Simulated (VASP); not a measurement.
# SnCl3 (Pm-3m) in VASP: a series of runs

Runs on SnCl3. Level: PBE. Tasks: single point, relaxation of cell and atoms.

Program: VASP 6.6.1. These are calculated values, not measurements. Logs are shortened: lines on timing, memory, paths and dates and some standing lists are left out, and cuts for length are marked.

### Step 1. The cell of the first run

The structure is cubic, space group Pm-3m (No. 221). The conventional cell has a = 4.971 Å, b = 4.971 Å, c = 4.971 Å, α = 90.00°, β = 90.00°, γ = 90.00°. Within 3.3 Å of Sn (site symmetry m-3m) lie 6 Cl at 2.49 Å. Cl (site symmetry 4/mmm) has 2 Sn at 2.49 Å within 3.3 Å.

The cell was generated, and may not be a known phase.

### Step 2. Single point, PBE

File INCAR:

```
SYSTEM = SnCl3
PREC     = Accurate       ! precision mode
ENCUT    = 520            ! plane-wave cutoff, eV
EDIFF    = 1E-6           ! SCF threshold, eV
ISMEAR   = 0              ! smearing method
SIGMA    = 0.1            ! smearing width, eV
LREAL    = .False.        ! projectors in reciprocal space
LASPH    = .True.         ! aspherical terms in the spheres
NELM     = 80             ! most SCF steps
ALGO     = Normal         ! electronic algorithm
ISIF     = 2              ! what is computed and relaxed
LWAVE    = .False.        ! write WAVECAR
LCHARG   = .False.        ! write CHGCAR
GGA      = PE             ! functional
NBANDS   = 26             ! bands
```

File KPOINTS:

```
Automatic mesh
0
Gamma
  4 4 4
  0 0 0
```

File POSCAR:

```
SnCl3
1.0
    4.9714917600      0.0000000000      0.0000000000
    0.0000000000      4.9714917600      0.0000000000
    0.0000000000      0.0000000000      4.9714917600
Sn Cl
1 3
Direct
    0.5000000000      0.5000000000      0.5000000000
    0.0000000000      0.5000000000      0.5000000000
    0.5000000000      0.0000000000      0.5000000000
    0.5000000000      0.5000000000      0.0000000000
```

Potentials or basis: VASP PAW PBE potentials, release 64 (Sn_d, Cl).

On the command line:

```sh
$ cat potpaw_PBE.64/Sn_d/POTCAR potpaw_PBE.64/Cl/POTCAR > POTCAR
$ mpirun -np 1 vasp_std > vasp.out
```

OUTCAR:

```text
SYSTEM = SnCl3
   PREC = Accurate
   ENCUT = 520
   EDIFF = 1E-6
   ISMEAR = 0
   LREAL = .False.
   LASPH = .True.
   NELM = 80
   ISIF = 2
   GGA = PE

 ion  position               nearest neighbor table
   1  0.500  0.500  0.500-   2 2.49   3 2.49   4 2.49   4 2.49   3 2.49   2 2.49
   2  0.000  0.500  0.500-   1 2.49   1 2.49
   3  0.500  0.000  0.500-   1 2.49   1 2.49
   4  0.500  0.500  0.000-   1 2.49   1 2.49

  LATTYP: Found a simple cubic cell.
 ALAT       =     4.9714917600

  Lattice vectors:

 A1 = (   4.9714917600,   0.0000000000,   0.0000000000)
 A2 = (   0.0000000000,   4.9714917600,   0.0000000000)
 A3 = (   0.0000000000,   0.0000000000,   4.9714917600)

Analysis of symmetry for initial positions (statically):
=====================================================================
 Subroutine PRICEL returns:
 Original cell was already a primitive cell.

 Routine SETGRP: Setting up the symmetry group for a
 simple cubic supercell.

 Subroutine GETGRP returns: Found 48 space group operations
 (whereof 48 operations were pure point group operations)
 out of a pool of 48 trial point group operations.

The static configuration has the point symmetry O_h .

Analysis of symmetry for dynamics (positions and initial velocities):
=====================================================================
 Subroutine PRICEL returns:
 Original cell was already a primitive cell.

 Routine SETGRP: Setting up the symmetry group for a
 simple cubic supercell.

 Subroutine GETGRP returns: Found 48 space group operations
 (whereof 48 operations were pure point group operations)
 out of a pool of 48 trial point group operations.

The dynamic configuration has the point symmetry O_h .

 Subroutine INISYM returns: Found 48 space group operations
 (whereof 48 operations are pure point group operations),
 and found     1 'primitive' translations

----------------------------------------------------------------------------------------

                                     Primitive cell

  volume of cell :     122.8740

  direct lattice vectors                    reciprocal lattice vectors
     4.971491760  0.000000000  0.000000000     0.201146869  0.000000000  0.000000000
     0.000000000  4.971491760  0.000000000     0.000000000  0.201146869  0.000000000
     0.000000000  0.000000000  4.971491760     0.000000000  0.000000000  0.201146869

  length of vectors
     4.971491760  4.971491760  4.971491760     0.201146869  0.201146869  0.201146869

  position of ions in fractional coordinates (direct lattice)
     0.500000000  0.500000000  0.500000000
     0.000000000  0.500000000  0.500000000
     0.500000000  0.000000000  0.500000000
     0.500000000  0.500000000  0.000000000

  ion indices of the primitive-cell ions
   primitive index   ion index
                 1           1
                 2           2
                 3           3
                 4           4

----------------------------------------------------------------------------------------

 KPOINTS: Automatic mesh

Automatic generation of k-mesh.
 Grid dimensions read from file:
 generate k-points for:    4    4    4

 Generating k-lattice:

  Cartesian coordinates                     Fractional coordinates (reciprocal lattice)
     0.050286717  0.000000000  0.000000000     0.250000000  0.000000000  0.000000000
     0.000000000  0.050286717  0.000000000     0.000000000  0.250000000  0.000000000
     0.000000000  0.000000000  0.050286717     0.000000000  0.000000000  0.250000000

  Length of vectors
     0.050286717  0.050286717  0.050286717

  Shift w.r.t. Gamma in fractional coordinates (k-lattice)
     0.000000000  0.000000000  0.000000000

 Subroutine IBZKPT returns following result:
 ===========================================

 Found     10 irreducible k-points:

 Following reciprocal coordinates:
            Coordinates               Weight
  0.000000  0.000000  0.000000      1.000000
  0.250000  0.000000  0.000000      6.000000
  0.500000  0.000000  0.000000      3.000000
  0.250000  0.250000  0.000000     12.000000
  0.500000  0.250000  0.000000     12.000000
  0.500000  0.500000  0.000000      3.000000
  0.250000  0.250000  0.250000      8.000000
  0.500000  0.250000  0.250000     12.000000
  0.500000  0.500000  0.250000      6.000000
  0.500000  0.500000  0.500000      1.000000
   k-points           NKPTS =     10   k-points in BZ     NKDIM =     10   number of bands    NBANDS=     26
   number of dos      NEDOS =    301   number of ions     NIONS =      4
   total plane-waves  NPLWV =  64000
   dimension x,y,z NGX =    40 NGY =   40 NGZ =   40
   dimension x,y,z NGXF=    80 NGYF=   80 NGZF=   80
   ions per type =               1   3
   NGX,Y,Z   is equivalent  to a cutoff of  13.38, 13.38, 13.38 a.u.
   NGXF,Y,Z  is equivalent  to a cutoff of  26.75, 26.75, 26.75 a.u.
 SYSTEM =  SnCl3
   PREC   = accura    normal or accurate (medium, high low for compatibility)
   ISTART =      0    job   : 0-new  1-cont  2-samecut
   ICHARG =      2    charge: 1-file 2-atom 10-const
   ISPIN  =      1    spin polarized calculation?
   LNONCOLLINEAR =      F non collinear calculations
   LSORBIT =      F    spin-orbit coupling
   LASPH  =      T    aspherical Exc in radial PAW
   ENCUT  =  520.0 eV  38.22 Ry    6.18 a.u.   9.24  9.24  9.24*2*pi/ulx,y,z
   NELM   =     80;   NELMIN=  2; NELMDL= -5     # of ELM steps
   EDIFF  = 0.1E-05   stopping-criterion for ELM
   LREAL  =      F    real-space projection
   EDIFFG = 0.1E-04   stopping-criterion for IOM
   NSW    =      0    number of steps for IOM
   IBRION =     -1    ionic relax: 0-MD 1-quasi-New 2-CG
   NFREE  =      0    steps in history (QN), initial steepest desc. (CG)
   ISIF   =      2    stress and relaxation
   ISYM   =      2    0-nonsym 1-usesym 2-fastsym
   POTIM  = 0.5000    time-step for ionic-motion
   TEBEG  =    0.0;   TEEND  =   0.0 temperature during run
   PSTRESS=    0.0 pullay stress
   NELECT =      35.0000    total number of electrons
   NUPDOWN=      -1.0000    fix difference up-down
   EMIN   =  10.00;   EMAX   =-10.00  energy-range for DOS
   EFERMI =   0.00;   METHOD = LEGACY
   ISMEAR =     0;   SIGMA  =   0.10  broadening in eV -4-tet -1-fermi 0-gaus
   EFERMI_NEDOS =   21; number of points for ismear=-14 and -15
   IALGO  =     38    algorithm
   IMIX   =      4    mixing-type and parameters
     AMIX     =   0.40;   BMIX     =  1.00
     AMIX_MAG =   1.60;   BMIX_MAG =  1.00
  volume/ion in A,a.u.               =      30.72       207.30
  Fermi-wavevector in a.u.,A,eV,Ry     =   1.077153  2.035524 15.786281  1.160259
  Thomas-Fermi vector in A             =   2.213057
   LORBIT       =      0    0 simple, 1 ext, 2 COOP (PROOUT), +10 PAW based schemes
   GGA     = PE    functional components
   LHFCALC =     F    Hartree Fock is set to
   AEXX    =    0.0000 exact exchange contribution
   IVDW    =     0    specifies the selected vdW correction
   LEPSILON=     F    determine dielectric tensor
   LRPA    =     F    only Hartree local field effects (RPA)
 non-spin polarized calculation
 Gauss-broadening in eV      SIGMA  =   0.10
  energy-cutoff  :      520.00
  volume of cell :      122.87
 maximum number of plane-waves:      3362
 NGX is ok and might be reduce to    40
   NGX = 19   NGY = 19   NGZ = 19

 number of electron      34.9999987 magnetization

 Free energy of the ion-electron system (eV)
  ---------------------------------------------------
  ext. energy  EPLUGINS =         0.00000000
  ---------------------------------------------------
  free energy    TOTEN  =       -12.41600701 eV

  energy without entropy =      -12.40938184  energy(sigma->0) =      -12.41269442

 E-fermi :   2.0365     XC(G=0):  -7.6115

 val. band max:        1.6069505640   @ k =   0.5000   0.0000   0.0000
 cond. band min:       2.1048589161   @ k =   0.5000   0.2500   0.0000
 fundamental gap:      0.4979083521
 Fermi energy:         2.0364518714

 k-point     1 :       0.0000    0.0000    0.0000
  band No.  band energies     occupation
      1     -20.3728      2.00000
      2     -20.3728      2.00000
      3     -20.1790      2.00000
      4     -20.1790      2.00000
      5     -20.1790      2.00000
      6     -14.6955      2.00000
[... 18 lines left out ...]
     25      10.5624      0.00000
     26      10.5624      0.00000

 k-point     2 :       0.2500    0.0000    0.0000
  band No.  band energies     occupation
      1     -20.3727      2.00000
      2     -20.3504      2.00000
      3     -20.1798      2.00000
      4     -20.1798      2.00000
      5     -20.1790      2.00000
      6     -14.5455      2.00000
[... 18 lines left out ...]
     25      10.2386      0.00000
     26      10.4665      0.00000

 k-point     3 :       0.5000    0.0000    0.0000
  band No.  band energies     occupation
      1     -20.3727      2.00000
      2     -20.3278      2.00000
      3     -20.1806      2.00000
      4     -20.1806      2.00000
      5     -20.1790      2.00000
      6     -14.2706      2.00000
[... 18 lines left out ...]
     25      10.1648      0.00000
     26      10.1648      0.00000

 k-point     4 :       0.2500    0.2500    0.0000
  band No.  band energies     occupation
      1     -20.3617      2.00000
      2     -20.3388      2.00000
      3     -20.1806      2.00000
      4     -20.1798      2.00000
      5     -20.1798      2.00000
      6     -14.4049      2.00000
[... 18 lines left out ...]
     25      10.0556      0.00000
     26      10.3367      0.00000
[... 90 lines left out ...]
      1     -20.3387      2.00000
      2     -20.3155      2.00000
      3     -20.1813      2.00000
      4     -20.1813      2.00000
      5     -20.1805      2.00000
      6     -14.0312      2.00000
[... 18 lines left out ...]
     25      10.7295      0.00000
     26      11.0282      0.00000

 k-point     9 :       0.5000    0.5000    0.2500
  band No.  band energies     occupation
      1     -20.3272      2.00000
      2     -20.3034      2.00000
      3     -20.1821      2.00000
      4     -20.1813      2.00000
      5     -20.1813      2.00000
      6     -13.7518      2.00000
[... 18 lines left out ...]
     25      11.2280      0.00000
     26      11.4979      0.00000

 k-point    10 :       0.5000    0.5000    0.5000
  band No.  band energies     occupation
      1     -20.3034      2.00000
      2     -20.3034      2.00000
      3     -20.1821      2.00000
      4     -20.1821      2.00000
      5     -20.1821      2.00000
      6     -13.7439      2.00000
[... 18 lines left out ...]
     25      11.2129      0.00000
     26      11.7296      0.00000

------------------------ aborting loop because EDIFF is reached ----------------------------------------

  FORCE on cell =-STRESS in cart. coord.  units (eV):
  Direction    XX          YY          ZZ          XY          YZ          ZX
  --------------------------------------------------------------------------------------
  -------------------------------------------------------------------------------------
  Total        5.0768022      5.0768022      5.0768022      0.0000000     -0.0000000      0.0000000
  in kB       66.1973581     66.1973581     66.1973581      0.0000000     -0.0000000      0.0000000
  external PRESSURE =      66.1973581 kB  Pullay stress =       0.0000000 kB

 VOLUME and BASIS-vectors are now :
 -----------------------------------------------------------------------------
  energy-cutoff  :      520.00
  volume of cell :      122.87
      direct lattice vectors                 reciprocal lattice vectors
     4.971491760  0.000000000  0.000000000     0.201146869  0.000000000  0.000000000
     0.000000000  4.971491760  0.000000000     0.000000000  0.201146869  0.000000000
     0.000000000  0.000000000  4.971491760     0.000000000  0.000000000  0.201146869

 POSITION                                       TOTAL-FORCE (eV/Angst)
 -----------------------------------------------------------------------------------
      2.48575      2.48575      2.48575         0.000000      0.000000      0.000000
      0.00000      2.48575      2.48575         0.000000      0.000000      0.000000
      2.48575      0.00000      2.48575         0.000000      0.000000      0.000000
      2.48575      2.48575      0.00000         0.000000      0.000000      0.000000
 -----------------------------------------------------------------------------------
    total drift:                               -0.000000      0.000000     -0.000000

  FREE ENERGIE OF THE ION-ELECTRON SYSTEM (eV)
  ---------------------------------------------------
  free  energy   TOTEN  =       -12.4160070137 eV

  energy  without entropy=      -12.4093818359  energy(sigma->0) =      -12.41269442
```

Wall time 54 s (1 thread of Intel Xeon 8259CL, shared host); peak memory 0.25 GiB.

What came out:

```yaml
Free_energy: -12.4160 eV
Pressure: 6.6 GPa
Band_gap_on_the_k_mesh: zero (an odd number of electrons rules out a gap without spin polarisation)
```

Levels at points of the mesh, in eV from the Fermi level:
| k point | band 14 | band 15 | band 16 | band 17 | band 18 | band 19 | band 20 | band 21 |
| --- | --- | --- | --- | --- | --- | --- | --- | --- |
| (0.00, 0.00, 0.00) | -2.99 | -2.99 | -2.98 | -2.98 | -2.98 | 4.31 | 6.41 | 6.41 |
| (0.50, 0.00, 0.00) | -3.31 | -3.13 | -2.97 | -2.97 | -0.43 | 3.64 | 6.27 | 6.29 |
| (0.50, 0.50, 0.00) | -3.54 | -3.29 | -3.29 | -2.24 | 1.50 | 2.85 | 2.85 | 6.04 |
| (0.50, 0.50, 0.50) | -3.66 | -2.24 | -2.24 | -2.24 | 2.04 | 2.04 | 2.04 | 3.45 |

Caveat: the cell stands under pressure; spin-orbit coupling is left out, which moves the levels of the heavy elements; an odd number of electrons without spin polarisation forces a metal; a magnetic or distorted state may lie lower.

### Step 3. Single point, PBE

This run uses another cell than the first one, of 35.43 Å³/atom.

File INCAR:

```
PREC = Accurate
ENCUT = 520
EDIFF = 1E-6
ISMEAR = 0
SIGMA = 0.1
LREAL = False
LASPH = True
NELM = 60
ALGO = Normal
ISIF = 2
LWAVE = False
LCHARG = False
GGA = PE
NBANDS = 26
```

File KPOINTS:

```
regular mesh
0
Gamma
  4 4 4
```

File POSCAR:

```
SnCl3
1.0
    5.2138519833      0.0000000000      0.0000000000
    0.0000000000      5.2138519833      0.0000000000
    0.0000000000      0.0000000000      5.2138519833
Sn Cl
1 3
Direct
    0.5000000000      0.5000000000      0.5000000000
    0.0000000000      0.5000000000      0.5000000000
    0.5000000000      0.0000000000      0.5000000000
    0.5000000000      0.5000000000      0.0000000000
```

Potentials or basis: VASP PAW PBE potentials, release 64 (Sn_d, Cl).

On the command line:

```sh
$ cat potpaw_PBE.64/Sn_d/POTCAR potpaw_PBE.64/Cl/POTCAR > POTCAR
$ mpirun -np 1 vasp_std > vasp.out
```

It took 60 s on 1 thread of Intel Xeon 8259CL, shared host; peak memory 0.24 GiB.

The run converged. Its results:

```yaml
Free_energy: -12.7605 eV
Pressure: 0.0 GPa
Band_gap_on_the_k_mesh: zero (an odd number of electrons rules out a gap without spin polarisation)
```

Levels at points of the mesh, in eV from the Fermi level:
| k point | band 15 | band 16 | band 17 | band 18 | band 19 | band 20 |
| --- | --- | --- | --- | --- | --- | --- |
| (0.00, 0.00, 0.00) | -1.97 | -1.96 | -1.96 | -1.96 | 5.25 | 7.36 |
| (0.50, 0.00, 0.00) | -2.05 | -1.96 | -1.96 | -0.37 | 3.76 | 6.88 |
| (0.50, 0.50, 0.00) | -2.19 | -2.19 | -1.39 | 1.19 | 3.13 | 3.13 |
| (0.50, 0.50, 0.50) | -1.38 | -1.38 | -1.38 | 2.47 | 2.47 | 2.47 |

Caveat: spin-orbit coupling is left out, which moves the levels of the heavy elements; an odd number of electrons without spin polarisation forces a metal; a magnetic or distorted state may lie lower.

### Step 4. Relaxation of cell and atoms, PBE

File INCAR:

```
SYSTEM = SnCl3
ALGO = Normal ; EDIFF = 1E-6
EDIFFG = -0.04 ; ENCUT = 600
GGA = PE ; IBRION = 2
ISIF = 3 ; ISMEAR = 0
LASPH = .TRUE. ; LCHARG = .FALSE.
LREAL = .FALSE. ; LWAVE = .FALSE.
NELM = 100 ; NSW = 90
PREC = Accurate ; SIGMA = 0.1
```

File KPOINTS:

```
k-points
0
G
  4 4 4
  0 0 0
```

File POSCAR:

```
SnCl3
1.0
    4.9714917600      0.0000000000      0.0000000000
    0.0000000000      4.9714917600      0.0000000000
    0.0000000000      0.0000000000      4.9714917600
Sn Cl
1 3
Direct
    0.5000000000      0.5000000000      0.5000000000
    0.0000000000      0.5000000000      0.5000000000
    0.5000000000      0.0000000000      0.5000000000
    0.5000000000      0.5000000000      0.0000000000
```

On the command line:

```sh
$ cat potpaw_PBE.64/Sn_d/POTCAR potpaw_PBE.64/Cl/POTCAR > POTCAR
$ mpirun -np 1 vasp_std > vasp.out
```

Run time: 1.9 min. Hardware: 1 thread of Intel Xeon 8259CL, shared host; peak memory 0.26 GiB.

Results (log left out):

- Free energy: -12.7584 eV
- Relaxed volume: 35.39 Å³/atom
- Relaxed cell: a = 5.211 Å, b = 5.211 Å, c = 5.211 Å, α = 90.00°, β = 90.00°, γ = 90.00°
- Space group after relaxing (to 0.1 Å): Pm-3m (No. 221)
- Energy gained by relaxing: 85.5 meV/atom
- Ionic steps: 3
- Pressure after relaxing: 0.0 GPa
- Band gap on the k mesh: zero (an odd number of electrons rules out a gap without spin polarisation)

The path:
```csv
step,energy change (eV),largest force (eV/Å),pressure (GPa),volume (Å³)
1,0.0000,0.0000,6.67,122.87
2,-0.3225,0.0000,-1.12,147.04
3,-0.3419,0.0000,0.04,141.54
```

Final structure:
```
CELL_PARAMETERS angstrom
5.21149 0.00000 0.00000
0.00000 5.21149 0.00000
0.00000 0.00000 5.21149
ATOMIC_POSITIONS crystal
Sn 0.50000 0.50000 0.50000
Cl 0.00000 0.50000 0.50000
Cl 0.50000 0.00000 0.50000
Cl 0.50000 0.50000 0.00000
```

Levels at points of the mesh, in eV from the Fermi level:
| k point | band 14 | band 15 | band 16 | band 17 | band 18 | band 19 | band 20 | band 21 |
| --- | --- | --- | --- | --- | --- | --- | --- | --- |
| (0.00, 0.00, 0.00) | -1.98 | -1.98 | -1.97 | -1.97 | -1.97 | 5.25 | 7.35 | 7.35 |
| (0.50, 0.00, 0.00) | -2.22 | -2.06 | -1.97 | -1.97 | -0.37 | 3.76 | 6.89 | 6.94 |
| (0.50, 0.50, 0.00) | -2.41 | -2.20 | -2.20 | -1.39 | 1.20 | 3.12 | 3.12 | 6.18 |
| (0.50, 0.50, 0.50) | -2.79 | -1.39 | -1.39 | -1.39 | 2.47 | 2.47 | 2.47 | 2.71 |

Caveat: the volume moved by over 15 % at a fixed basis, so the end points are rough; spin-orbit coupling is left out, which moves the levels of the heavy elements; an odd number of electrons without spin polarisation forces a metal; a magnetic or distorted state may lie lower.

(Continued in part 2 of 2.)

The gap in the log of VASP goes by the Fermi energy; the results here count the filled bands.